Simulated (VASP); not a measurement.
# ZnO (P6_3mc) in VASP: further runs

ZnO is run at these levels: PBE; tasks: single point.

All numbers are computed with VASP 6.6.1; they aren't measurements. Logs are shortened: lines on timing, memory, paths and dates and some standing lists are left out, and cuts for length are marked.

## 1. The cell of the first run

The structure is hexagonal, space group P6_3mc (No. 186). Conventional cell: a = 3.345 Å, b = 3.345 Å, c = 5.194 Å, α = 90.00°, β = 90.00°, γ = 120.00°. Within 2.7 Å of Zn (site symmetry 3m) lie 4 O at 2.02 Å. O (site symmetry 3m) has 4 Zn at 2.02 Å within 2.7 Å.

## 2. Single point, PBE (biaxial strain in the a-b plane: +2.0 %, then relaxed in part)

Input file INCAR:

```
SYSTEM = ZnO
  ALGO = Normal
  EDIFF = 1E-6
  ENCUT = 520
  GGA = PE
  ISIF = 2
  ISMEAR = 0
  LASPH = .True.
  LCHARG = .False.
  LREAL = .False.
  LWAVE = .False.
  NBANDS = 26
  NELM = 80
  PREC = Accurate
  SIGMA = 0.02
```

Input file KPOINTS:

```
k-points
0
Gamma
  12 12 6
  0 0 0
```

Input file POSCAR:

```
ZnO
1.0
    3.3449785700      0.0000000000      0.0000000000
   -1.6724892850      2.8968364167      0.0000000000
    0.0000000000      0.0000000000      5.1938939557
Zn O
2 2
Direct
    0.6666666667      0.3333333333      0.4959344690
    0.3333333333      0.6666666667     -0.0040655310
    0.6666666667      0.3333333333      0.8843755310
    0.3333333333      0.6666666667      0.3843755310
```

Potentials or basis: VASP PAW PBE potentials, release 64 (Zn, O).

Launch:

```
$ cat potpaw_PBE.64/Zn/POTCAR potpaw_PBE.64/O/POTCAR > POTCAR
$ mpirun -np 1 vasp_std > vasp.out
```

OUTCAR:

```text
SYSTEM = ZnO
   EDIFF = 1E-6
   ENCUT = 520
   GGA = PE
   ISIF = 2
   ISMEAR = 0
   LASPH = .True.
   LREAL = .False.
   NELM = 80
   PREC = Accurate

 ion  position               nearest neighbor table
   1  0.667  0.333  0.496-   4 2.02   4 2.02   4 2.02   3 2.02
   2  0.333  0.667  0.996-   3 2.02   3 2.02   3 2.02   4 2.02
   3  0.667  0.333  0.884-   2 2.02   2 2.02   2 2.02   1 2.02
   4  0.333  0.667  0.384-   1 2.02   1 2.02   1 2.02   2 2.02

  LATTYP: Found a hexagonal cell.
 ALAT       =     3.3449785700
 C/A-ratio  =     1.5527435668

  Lattice vectors:

 A1 = (   3.3449785700,   0.0000000000,   0.0000000000)
 A2 = (  -1.6724892850,   2.8968364167,   0.0000000000)
 A3 = (   0.0000000000,   0.0000000000,   5.1938939557)

Analysis of symmetry for initial positions (statically):
=====================================================================
 Subroutine PRICEL returns:
 Original cell was already a primitive cell.

 Routine SETGRP: Setting up the symmetry group for a
 hexagonal supercell.

 Subroutine GETGRP returns: Found 12 space group operations
 (whereof  6 operations were pure point group operations)
 out of a pool of 24 trial point group operations.

The static configuration has the point symmetry C_3v.
 The point group associated with its full space group is C_6v.

Analysis of symmetry for dynamics (positions and initial velocities):
=====================================================================
 Subroutine PRICEL returns:
 Original cell was already a primitive cell.

 Routine SETGRP: Setting up the symmetry group for a
 hexagonal supercell.

 Subroutine GETGRP returns: Found 12 space group operations
 (whereof  6 operations were pure point group operations)
 out of a pool of 24 trial point group operations.

The dynamic configuration has the point symmetry C_3v.
 The point group associated with its full space group is C_6v.

 Subroutine INISYM returns: Found 12 space group operations
 (whereof  6 operations are pure point group operations),
 and found     1 'primitive' translations

----------------------------------------------------------------------------------------

                                     Primitive cell

  volume of cell :      50.3281

  direct lattice vectors                    reciprocal lattice vectors
     3.344978570  0.000000000  0.000000000     0.298955577  0.172602083  0.000000000
    -1.672489285  2.896836417  0.000000000     0.000000000  0.345204166  0.000000000
     0.000000000  0.000000000  5.193893956     0.000000000  0.000000000  0.192533773

  length of vectors
     3.344978570  3.344978570  5.193893956     0.345204166  0.345204166  0.192533773

  position of ions in fractional coordinates (direct lattice)
     0.666666667  0.333333333  0.495934469
     0.333333333  0.666666667  0.995934469
     0.666666667  0.333333333  0.884375531
     0.333333333  0.666666667  0.384375531

  ion indices of the primitive-cell ions
   primitive index   ion index
                 1           1
                 2           2
                 3           3
                 4           4

----------------------------------------------------------------------------------------

 KPOINTS: k-points

Automatic generation of k-mesh.
 Grid dimensions read from file:
 generate k-points for:   12   12    6

 Generating k-lattice:

  Cartesian coordinates                     Fractional coordinates (reciprocal lattice)
     0.024912965  0.014383507  0.000000000     0.083333333  0.000000000  0.000000000
     0.000000000  0.028767014  0.000000000     0.000000000  0.083333333  0.000000000
     0.000000000  0.000000000  0.032088962     0.000000000  0.000000000  0.166666667

  Length of vectors
     0.028767014  0.028767014  0.032088962

  Shift w.r.t. Gamma in fractional coordinates (k-lattice)
     0.000000000  0.000000000  0.000000000

 Subroutine IBZKPT returns following result:
 ===========================================

 Found     76 irreducible k-points:

 Following reciprocal coordinates:
            Coordinates               Weight
  0.000000  0.000000  0.000000      1.000000
  0.083333  0.000000  0.000000      6.000000
  0.166667  0.000000  0.000000      6.000000
  0.250000  0.000000  0.000000      6.000000
  0.333333  0.000000  0.000000      6.000000
  0.416667  0.000000  0.000000      6.000000
[... 16 lines left out ...]
  0.250000  0.000000  0.166667     12.000000
  0.333333  0.000000  0.166667     12.000000
 [... further k-points ...]
   k-points           NKPTS =     76   k-points in BZ     NKDIM =     76   number of bands    NBANDS=     26
   number of dos      NEDOS =    301   number of ions     NIONS =      4
   total plane-waves  NPLWV =  31360
   dimension x,y,z NGX =    28 NGY =   28 NGZ =   40
   dimension x,y,z NGXF=    56 NGYF=   56 NGZF=   80
   ions per type =               2   2
   NGX,Y,Z   is equivalent  to a cutoff of  13.92, 13.92, 12.80 a.u.
   NGXF,Y,Z  is equivalent  to a cutoff of  27.83, 27.83, 25.61 a.u.
 SYSTEM =  ZnO
   PREC   = accura    normal or accurate (medium, high low for compatibility)
   ISTART =      0    job   : 0-new  1-cont  2-samecut
   ICHARG =      2    charge: 1-file 2-atom 10-const
   ISPIN  =      1    spin polarized calculation?
   LNONCOLLINEAR =      F non collinear calculations
   LSORBIT =      F    spin-orbit coupling
   LASPH  =      T    aspherical Exc in radial PAW
   ENCUT  =  520.0 eV  38.22 Ry    6.18 a.u.   6.22  6.22  9.66*2*pi/ulx,y,z
   NELM   =     80;   NELMIN=  2; NELMDL= -5     # of ELM steps
   EDIFF  = 0.1E-05   stopping-criterion for ELM
   LREAL  =      F    real-space projection
   EDIFFG = 0.1E-04   stopping-criterion for IOM
   NSW    =      0    number of steps for IOM
   IBRION =     -1    ionic relax: 0-MD 1-quasi-New 2-CG
   NFREE  =      0    steps in history (QN), initial steepest desc. (CG)
   ISIF   =      2    stress and relaxation
   ISYM   =      2    0-nonsym 1-usesym 2-fastsym
   POTIM  = 0.5000    time-step for ionic-motion
   TEBEG  =    0.0;   TEEND  =   0.0 temperature during run
   PSTRESS=    0.0 pullay stress
   NELECT =      36.0000    total number of electrons
   NUPDOWN=      -1.0000    fix difference up-down
   EMIN   =  10.00;   EMAX   =-10.00  energy-range for DOS
   EFERMI =   0.00;   METHOD = LEGACY
   ISMEAR =     0;   SIGMA  =   0.02  broadening in eV -4-tet -1-fermi 0-gaus
   EFERMI_NEDOS =   21; number of points for ismear=-14 and -15
   IALGO  =     38    algorithm
   IMIX   =      4    mixing-type and parameters
     AMIX     =   0.40;   BMIX     =  1.00
     AMIX_MAG =   1.60;   BMIX_MAG =  1.00
  volume/ion in A,a.u.               =      12.58        84.91
  Fermi-wavevector in a.u.,A,eV,Ry     =   1.464105  2.766757 29.165493  2.143603
  Thomas-Fermi vector in A             =   2.580121
   LORBIT       =      0    0 simple, 1 ext, 2 COOP (PROOUT), +10 PAW based schemes
   GGA     = PE    functional components
   LHFCALC =     F    Hartree Fock is set to
   AEXX    =    0.0000 exact exchange contribution
   IVDW    =     0    specifies the selected vdW correction
   LEPSILON=     F    determine dielectric tensor
   LRPA    =     F    only Hartree local field effects (RPA)
 non-spin polarized calculation
 Gauss-broadening in eV      SIGMA  =   0.02
  energy-cutoff  :      520.00
  volume of cell :       50.33
 maximum number of plane-waves:      1375
 NGX is ok and might be reduce to    28
   NGX = 13   NGY = 13   NGZ = 19

 number of electron      36.0000002 magnetization

 Free energy of the ion-electron system (eV)
  ---------------------------------------------------
  ext. energy  EPLUGINS =         0.00000000
  ---------------------------------------------------
  free energy    TOTEN  =       -17.84267413 eV

  energy without entropy =      -17.84267413  energy(sigma->0) =      -17.84267413

 E-fermi :   0.7818     XC(G=0): -10.6164

 val. band max:        0.6905059528   @ k =   0.0000   0.0000   0.0000
 cond. band min:       1.4273389514   @ k =   0.0000   0.0000   0.0000
 fundamental gap:      0.7368329986
 Fermi energy:         0.7817525835

 k-point     1 :       0.0000    0.0000    0.0000
  band No.  band energies     occupation
      1     -16.9375      2.00000
      2     -16.2499      2.00000
      3      -4.7420      2.00000
      4      -4.7420      2.00000
      5      -4.5983      2.00000
      6      -4.5851      2.00000
[... 18 lines left out ...]
     25      14.2244      0.00000
     26      15.0448      0.00000

 k-point     2 :       0.0833    0.0000    0.0000
  band No.  band energies     occupation
      1     -16.9041      2.00000
      2     -16.2368      2.00000
      3      -4.7761      2.00000
      4      -4.7198      2.00000
      5      -4.5919      2.00000
      6      -4.5707      2.00000
[... 18 lines left out ...]
     25      14.3288      0.00000
     26      15.0528      0.00000

 k-point     3 :       0.1667    0.0000    0.0000
  band No.  band energies     occupation
      1     -16.8105      2.00000
      2     -16.2027      2.00000
      3      -4.8533      2.00000
      4      -4.6608      2.00000
      5      -4.6045      2.00000
      6      -4.5082      2.00000
[... 18 lines left out ...]
     25      14.5018      0.00000
     26      14.5859      0.00000

 k-point     4 :       0.2500    0.0000    0.0000
  band No.  band energies     occupation
      1     -16.6746      2.00000
      2     -16.1610      2.00000
      3      -4.9260      2.00000
      4      -4.6210      2.00000
      5      -4.5865      2.00000
      6      -4.4184      2.00000
[... 18 lines left out ...]
     25      13.5884      0.00000
     26      14.4717      0.00000

 k-point     5 :       0.3333    0.0000    0.0000
  band No.  band energies     occupation
      1     -16.5243      2.00000
      2     -16.1297      2.00000
      3      -4.9494      2.00000
      4      -4.6344      2.00000
      5      -4.5237      2.00000
      6      -4.3091      2.00000
[... 18 lines left out ...]
     25      13.7842      0.00000
     26      14.3116      0.00000

 k-point     6 :       0.4167    0.0000    0.0000
  band No.  band energies     occupation
      1     -16.3965      2.00000
      2     -16.1222      2.00000
      3      -4.9143      2.00000
      4      -4.6437      2.00000
      5      -4.4871      2.00000
      6      -4.1979      2.00000
[... 427 lines left out ...]
 k-point    21 :       0.0833    0.0000    0.1667
  band No.  band energies     occupation
      1     -16.8609      2.00000
      2     -16.2830      2.00000
      3      -4.7861      2.00000
      4      -4.7157      2.00000
      5      -4.6374      2.00000
      6      -4.6081      2.00000
[... 18 lines left out ...]
     25      13.9879      0.00000
     26      14.1206      0.00000

 k-point    22 :       0.1667    0.0000    0.1667
  band No.  band energies     occupation
      1     -16.7706      2.00000
      2     -16.2440      2.00000
      3      -4.8736      2.00000
      4      -4.6720      2.00000
      5      -4.6548      2.00000
      6      -4.5393      2.00000
[... 18 lines left out ...]
     25      13.8550      0.00000
     26      14.2772      0.00000

 k-point    23 :       0.2500    0.0000    0.1667
  band No.  band energies     occupation
      1     -16.6399      2.00000
      2     -16.1948      2.00000
      3      -4.9511      2.00000
      4      -4.6991      2.00000
      5      -4.5765      2.00000
      6      -4.4516      2.00000
[... 18 lines left out ...]
     25      13.5579      0.00000
     26      14.3060      0.00000

 k-point    24 :       0.3333    0.0000    0.1667
  band No.  band energies     occupation
      1     -16.4966      2.00000
      2     -16.1545      2.00000
      3      -4.9801      2.00000
      4      -4.7198      2.00000
      5      -4.5080      2.00000
      6      -4.3484      2.00000
[... 18 lines left out ...]
     25      13.7757      0.00000
     26      14.2294      0.00000

 [... further k-points ...]
[... 5 lines left out ...]
  --------------------------------------------------------------------------------------
  -------------------------------------------------------------------------------------
  Total       -0.9984696     -0.9984696      0.2600979      0.0000000     -0.0000000      0.0000000
  in kB      -31.7859378    -31.7859378      8.2801279      0.0000000     -0.0000000      0.0000000
  external PRESSURE =     -18.4305826 kB  Pullay stress =       0.0000000 kB

 VOLUME and BASIS-vectors are now :
 -----------------------------------------------------------------------------
  energy-cutoff  :      520.00
  volume of cell :       50.33
      direct lattice vectors                 reciprocal lattice vectors
     3.344978570  0.000000000  0.000000000     0.298955577  0.172602083  0.000000000
    -1.672489285  2.896836417  0.000000000     0.000000000  0.345204166  0.000000000
     0.000000000  0.000000000  5.193893956     0.000000000  0.000000000  0.192533773

 POSITION                                       TOTAL-FORCE (eV/Angst)
 -----------------------------------------------------------------------------------
      1.67249      0.96561      2.57583        -0.000000     -0.000000     -0.007949
     -0.00000      1.93122      5.17278         0.000000      0.000000     -0.007949
      1.67249      0.96561      4.59335         0.000000      0.000000      0.007949
     -0.00000      1.93122      1.99641         0.000000      0.000000      0.007949
 -----------------------------------------------------------------------------------
    total drift:                               -0.000000     -0.000000     -0.002989

  FREE ENERGIE OF THE ION-ELECTRON SYSTEM (eV)
  ---------------------------------------------------
  free  energy   TOTEN  =       -17.8426741278 eV

  energy  without entropy=      -17.8426741278  energy(sigma->0) =      -17.84267413
```

It took 81 s on 1 thread of Intel Xeon 6975P-C, shared host; peak memory 0.22 GiB.

Results:

- Free energy: -17.8427 eV
- Pressure: -1.8 GPa
- Largest force: 0.008 eV/Å
- Band gap on the k mesh: 0.74 eV, direct

Forces on the atoms (eV/Å):
```
Zn   0.000  0.000 -0.008
Zn   0.000  0.000 -0.008
O    0.000  0.000  0.008
O    0.000  0.000  0.008
```

Stress tensor (GPa, compression positive):
```
-3.18  0.00  0.00
 0.00 -3.18  0.00
 0.00  0.00  0.83
```

Levels at points of the mesh, in eV from the valence-band top:
| k point | band 16 | band 17 | band 18 | band 19 | band 20 | band 21 |
| --- | --- | --- | --- | --- | --- | --- |
| (0.00, 0.00, 0.00) | -0.05 | 0.00 | 0.00 | 0.74 | 4.88 | 8.33 |
| (0.50, 0.00, 0.00) | -2.15 | -1.11 | -0.81 | 5.51 | 6.77 | 7.82 |
| (0.00, 0.00, 0.50) | -0.37 | -0.37 | -0.37 | 3.38 | 3.38 | 10.06 |
| (0.50, 0.00, 0.50) | -1.44 | -1.11 | -1.11 | 5.68 | 5.68 | 8.10 |

Caveat: the cell differs from its parent crystal (biaxial strain in the a-b plane: +2.0 %, then relaxed in part).

[end of part 1 of 2]
